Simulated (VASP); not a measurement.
# Ni (Im-3m) in VASP: single point with PBE

Aim: the single point of Ni with PBE.

Everything below comes from runs of VASP 6.6.1. Logs are shortened: lines on timing, memory, paths and dates and some standing lists are left out, and cuts for length are marked.

## (1) The cell of the first run

The structure is cubic, space group Im-3m (No. 229). Conventional cell: a = 2.697 Å, b = 2.697 Å, c = 2.697 Å, α = 90.00°, β = 90.00°, γ = 90.00°. Ni (site symmetry m-3m) has 14 Ni at 2.34 to 2.70 Å within 3.1 Å.

This isn't the form of Ni at room conditions, which is fcc.

## (2) Single point, PBE, collinear spin, ferromagnetic start

INCAR

```
PREC     = Accurate       # precision mode
ENCUT    = 600            # plane-wave cutoff, eV
EDIFF    = 1E-6           # SCF threshold, eV
ISMEAR   = -1             # smearing method
SIGMA    = 0.1            # smearing width, eV
LREAL    = False          # projectors in reciprocal space
LASPH    = True           # aspherical terms in the spheres
NELM     = 200            # most SCF steps
ALGO     = Normal         # electronic algorithm
ISIF     = 2              # what is computed and relaxed
LWAVE    = False          # write WAVECAR
LCHARG   = True           # write CHGCAR
ISPIN    = 2              # spin polarisation
MAGMOM   = 0.57           # initial moments
LORBIT   = 11             # projections on sites
LMAXMIX  = 4              # l up to which the mixer works
GGA      = PE             # functional
LELF     = True           # ELF
LVHAR    = True         
NBANDS   = 15             # bands
GGA_COMPAT= False
```

KPOINTS

```
Automatic mesh
0
Gamma
  8 8 8
```

POSCAR

```
Ni
1.0
   -1.3485000000      1.3485000000      1.3485000000
    1.3485000000     -1.3485000000      1.3485000000
    1.3485000000      1.3485000000     -1.3485000000
Ni
1
Direct
    0.0000000000      0.0000000000      0.0000000000
```

Potentials or basis: VASP PAW PBE potentials, release 64 (Ni).

Command:

```sh
$ cat potpaw_PBE.64/Ni/POTCAR > POTCAR
$ mpirun -np 1 vasp_std > vasp.out
```

OUTCAR:

```text
PREC = Accurate
   ENCUT = 600
   EDIFF = 1E-6
   ISMEAR = -1
   LREAL = False
   LASPH = True
   NELM = 200
   ISIF = 2
   ISPIN = 2
   LORBIT = 11
   GGA = PE

 ion  position               nearest neighbor table
   1  0.000  0.000  0.000-

  LATTYP: Found a body centered cubic cell.
 ALAT       =     2.6970000000

  Lattice vectors:

 A1 = (  -1.3485000000,   1.3485000000,   1.3485000000)
 A2 = (   1.3485000000,  -1.3485000000,   1.3485000000)
 A3 = (   1.3485000000,   1.3485000000,  -1.3485000000)

Analysis of symmetry for initial positions (statically):
=====================================================================
 Subroutine PRICEL returns:
 Original cell was already a primitive cell.

 Routine SETGRP: Setting up the symmetry group for a
 body centered cubic supercell.

 Subroutine GETGRP returns: Found 48 space group operations
 (whereof 48 operations were pure point group operations)
 out of a pool of 48 trial point group operations.

The static configuration has the point symmetry O_h .

Analysis of symmetry for dynamics (positions and initial velocities):
=====================================================================
 Subroutine PRICEL returns:
 Original cell was already a primitive cell.

 Routine SETGRP: Setting up the symmetry group for a
 body centered cubic supercell.

 Subroutine GETGRP returns: Found 48 space group operations
 (whereof 48 operations were pure point group operations)
 out of a pool of 48 trial point group operations.

The dynamic configuration has the point symmetry O_h .

Analysis of structural, dynamic, and magnetic symmetry:
=====================================================================
 Subroutine PRICEL returns:
 Original cell was already a primitive cell.

 Routine SETGRP: Setting up the symmetry group for a
 body centered cubic supercell.

 Subroutine GETGRP returns: Found 48 space group operations
 (whereof 48 operations were pure point group operations)
 out of a pool of 48 trial point group operations.

The overall configuration has the point symmetry O_h .

 Subroutine INISYM returns: Found 48 space group operations
 (whereof 48 operations are pure point group operations),
 and found     1 'primitive' translations

----------------------------------------------------------------------------------------

                                     Primitive cell

  volume of cell :       9.8087

  direct lattice vectors                    reciprocal lattice vectors
    -1.348500000  1.348500000  1.348500000     0.000000000  0.370782351  0.370782351
     1.348500000 -1.348500000  1.348500000     0.370782351  0.000000000  0.370782351
     1.348500000  1.348500000 -1.348500000     0.370782351  0.370782351  0.000000000

  length of vectors
     2.335670514  2.335670514  2.335670514     0.524365429  0.524365429  0.524365429

  position of ions in fractional coordinates (direct lattice)
     0.000000000  0.000000000  0.000000000

  ion indices of the primitive-cell ions
   primitive index   ion index
                 1           1

----------------------------------------------------------------------------------------

 KPOINTS: Automatic mesh

Automatic generation of k-mesh.
 Grid dimensions read from file:
 generate k-points for:    8    8    8

 Generating k-lattice:

  Cartesian coordinates                     Fractional coordinates (reciprocal lattice)
     0.000000000  0.046347794  0.046347794     0.125000000  0.000000000  0.000000000
     0.046347794  0.000000000  0.046347794     0.000000000  0.125000000  0.000000000
     0.046347794  0.046347794  0.000000000     0.000000000  0.000000000  0.125000000

  Length of vectors
     0.065545679  0.065545679  0.065545679

  Shift w.r.t. Gamma in fractional coordinates (k-lattice)
     0.000000000  0.000000000  0.000000000

 Subroutine IBZKPT returns following result:
 ===========================================

 Found     29 irreducible k-points:

 Following reciprocal coordinates:
            Coordinates               Weight
  0.000000  0.000000  0.000000      1.000000
  0.125000  0.000000  0.000000     12.000000
  0.250000  0.000000  0.000000     12.000000
  0.375000  0.000000  0.000000     12.000000
  0.500000  0.000000  0.000000      6.000000
  0.125000  0.125000  0.000000     24.000000
[... 16 lines left out ...]
 -0.250000  0.250000  0.250000      6.000000
 -0.375000  0.375000  0.250000     24.000000
 [... further k-points ...]
   k-points           NKPTS =     29   k-points in BZ     NKDIM =     29   number of bands    NBANDS=     15
   number of dos      NEDOS =    301   number of ions     NIONS =      1
   total plane-waves  NPLWV =   8000
   dimension x,y,z NGX =    20 NGY =   20 NGZ =   20
   dimension x,y,z NGXF=    40 NGYF=   40 NGZF=   40
   ions per type =               1
   NGX,Y,Z   is equivalent  to a cutoff of  14.24, 14.24, 14.24 a.u.
   NGXF,Y,Z  is equivalent  to a cutoff of  28.47, 28.47, 28.47 a.u.
 SYSTEM =  unknown system
   PREC   = accura    normal or accurate (medium, high low for compatibility)
   ISTART =      0    job   : 0-new  1-cont  2-samecut
   ICHARG =      2    charge: 1-file 2-atom 10-const
   ISPIN  =      2    spin polarized calculation?
   LNONCOLLINEAR =      F non collinear calculations
   LSORBIT =      F    spin-orbit coupling
   LASPH  =      T    aspherical Exc in radial PAW
   ENCUT  =  600.0 eV  44.10 Ry    6.64 a.u.   4.66  4.66  4.66*2*pi/ulx,y,z
   NELM   =    200;   NELMIN=  2; NELMDL= -5     # of ELM steps
   EDIFF  = 0.1E-05   stopping-criterion for ELM
   LREAL  =      F    real-space projection
[... 7 lines left out ...]
   TEBEG  =    0.0;   TEEND  =   0.0 temperature during run
   PSTRESS=    0.0 pullay stress
   NELECT =      10.0000    total number of electrons
   NUPDOWN=      -1.0000    fix difference up-down
   EMIN   =  10.00;   EMAX   =-10.00  energy-range for DOS
   EFERMI =   0.00;   METHOD = LEGACY
   ISMEAR =    -1;   SIGMA  =   0.10  broadening in eV -4-tet -1-fermi 0-gaus
   EFERMI_NEDOS =   21; number of points for ismear=-14 and -15
   IALGO  =     38    algorithm
   IMIX   =      4    mixing-type and parameters
     AMIX     =   0.40;   BMIX     =  1.00
     AMIX_MAG =   1.60;   BMIX_MAG =  1.00
  volume/ion in A,a.u.               =       9.81        66.19
  Fermi-wavevector in a.u.,A,eV,Ry     =   1.647671  3.113647 36.937374  2.714820
  Thomas-Fermi vector in A             =   2.737091
   LORBIT       =     11    0 simple, 1 ext, 2 COOP (PROOUT), +10 PAW based schemes
   GGA     = PE    functional components
   LHFCALC =     F    Hartree Fock is set to
   AEXX    =    0.0000 exact exchange contribution
   IVDW    =     0    specifies the selected vdW correction
   LEPSILON=     F    determine dielectric tensor
   LRPA    =     F    only Hartree local field effects (RPA)
 spin polarized calculation
  energy-cutoff  :      600.00
  volume of cell :        9.81
 maximum number of plane-waves:       370
   NGX =  9   NGY =  9   NGZ =  9

 number of electron      10.0000000 magnetization       0.5700000

 number of electron       9.9999999 magnetization       0.4845955

 Free energy of the ion-electron system (eV)
  ---------------------------------------------------
  ext. energy  EPLUGINS =         0.00000000
  ---------------------------------------------------
  free energy    TOTEN  =        -5.30342579 eV

  energy without entropy =       -5.25306516  energy(sigma->0) =       -5.27824548

 E-fermi :  10.8095     XC(G=0): -13.8727

 val. band max:       10.7575843525   @ k =   0.5000   0.5000   0.3750
 cond. band min:      10.8441039129   @ k =   0.5000   0.5000   0.1250
 fundamental gap:      0.0865195604
 Fermi energy:        10.8095495093

 spin component 1

 k-point     1 :       0.0000    0.0000    0.0000
  band No.  band energies     occupation
      1       1.1632      1.00000
      2       8.2608      1.00000
      3       8.2608      1.00000
      4       8.2608      1.00000
      5       9.8903      0.99990
      6       9.8903      0.99990
      7      38.3176      0.00000
      8      38.3176      0.00000
      9      38.3176      0.00000
     10      43.9711      0.00000
     11      43.9711      0.00000
     12      46.0401      0.00000
     13      46.0401      0.00000
     14      46.0401      0.00000
     15      46.3410      0.00000
[... 397 lines left out ...]
 k-point    24 :      -0.3750    0.3750    0.2500
  band No.  band energies     occupation
      1       6.4601      1.00000
      2       7.2243      1.00000
      3       8.6999      1.00000
      4       9.1750      1.00000
      5      10.2599      0.99592
      6      13.0147      0.00000
      7      23.1498      0.00000
      8      26.3903      0.00000
      9      29.5922      0.00000
     10      33.4007      0.00000
     11      43.9814      0.00000
     12      46.4424      0.00000
     13      49.3076      0.00000
     14      55.0693      0.00000
     15      56.4348      0.00000

 [... further k-points ...]

 spin component 2

 k-point     1 :       0.0000    0.0000    0.0000
  band No.  band energies     occupation
      1       1.1657      1.00000
      2       8.8606      1.00000
      3       8.8606      1.00000
      4       8.8606      1.00000
      5      10.2890      0.99455
      6      10.2890      0.99455
      7      38.2499      0.00000
      8      38.2499      0.00000
      9      38.2499      0.00000
     10      43.9209      0.00000
     11      43.9209      0.00000
     12      46.2047      0.00000
     13      46.2047      0.00000
     14      46.2047      0.00000
     15      46.4989      0.00000
[... 397 lines left out ...]
 k-point    24 :      -0.3750    0.3750    0.2500
  band No.  band energies     occupation
      1       6.6549      1.00000
      2       7.5189      1.00000
      3       9.2855      1.00000
      4       9.7366      0.99998
      5      10.9240      0.24150
      6      13.2435      0.00000
      7      23.3011      0.00000
      8      26.5234      0.00000
      9      29.6424      0.00000
     10      33.4509      0.00000
     11      44.0832      0.00000
     12      46.5293      0.00000
     13      49.4143      0.00000
     14      55.1249      0.00000
     15      57.3147      0.00000

 [... further k-points ...]
[... 5 lines left out ...]
  --------------------------------------------------------------------------------------
  -------------------------------------------------------------------------------------
  Total        1.7623044      1.7623044      1.7623044     -0.0000000      0.0000000      0.0000000
  in kB      287.8582345    287.8582345    287.8582345     -0.0000000      0.0000000      0.0000000
  external PRESSURE =     287.8582345 kB  Pullay stress =       0.0000000 kB

 VOLUME and BASIS-vectors are now :
 -----------------------------------------------------------------------------
  energy-cutoff  :      600.00
  volume of cell :        9.81
      direct lattice vectors                 reciprocal lattice vectors
    -1.348500000  1.348500000  1.348500000     0.000000000  0.370782351  0.370782351
     1.348500000 -1.348500000  1.348500000     0.370782351  0.000000000  0.370782351
     1.348500000  1.348500000 -1.348500000     0.370782351  0.370782351  0.000000000

 POSITION                                       TOTAL-FORCE (eV/Angst)
 -----------------------------------------------------------------------------------
      0.00000      0.00000      0.00000        -0.000000      0.000000     -0.000000
 -----------------------------------------------------------------------------------
    total drift:                                0.000000     -0.000000     -0.000000

  FREE ENERGIE OF THE ION-ELECTRON SYSTEM (eV)
  ---------------------------------------------------
  free  energy   TOTEN  =        -5.3034257925 eV

  energy  without entropy=       -5.2530651587  energy(sigma->0) =       -5.27824548

 total charge

# of ion       s       p       d       tot
------------------------------------------
    1        0.538   0.586   8.394   9.518

 magnetization (x)

# of ion       s       p       d       tot
------------------------------------------
    1       -0.004  -0.013   0.501   0.484
```

Wall time 11 s (1 thread of Intel Xeon Platinum 8259CL at 2.50GHz (Skylake/Cascade Lake), shared host); peak memory 0.13 GiB.

What came out:

- Free energy: -5.3034 eV
- Pressure: 28.8 GPa
- Net moment: 0.48 μB per cell
- Site moments: Ni +0.48 μB
- Valence electrons inside the program's atomic spheres: Ni 9.52

Levels at points of the mesh, in eV from the Fermi level:
Spin up:
| k point | band 2 | band 3 | band 4 | band 5 | band 6 | band 7 | band 8 | band 9 |
| --- | --- | --- | --- | --- | --- | --- | --- | --- |
| (0.00, 0.00, 0.00) | -2.55 | -2.55 | -2.55 | -0.92 | -0.92 | 27.51 | 27.51 | 27.51 |
| (0.50, 0.00, 0.00) | -3.63 | -1.00 | -0.73 | 0.07 | 0.12 | 7.32 | 20.02 | 21.63 |
| (0.50, 0.50, 0.50) | -4.80 | -0.19 | -0.19 | -0.19 | 10.43 | 10.43 | 10.43 | 16.72 |
Spin down:
| k point | band 3 | band 4 | band 5 | band 6 | band 7 | band 8 |
| --- | --- | --- | --- | --- | --- | --- |
| (0.00, 0.00, 0.00) | -1.95 | -1.95 | -0.52 | -0.52 | 27.44 | 27.44 |
| (0.50, 0.00, 0.00) | -0.52 | -0.32 | 0.10 | 0.76 | 7.64 | 19.98 |
| (0.50, 0.50, 0.50) | 0.49 | 0.49 | 0.49 | 10.48 | 10.48 | 10.48 |

Caveat: the k points lie up to 0.41 Å⁻¹ apart.
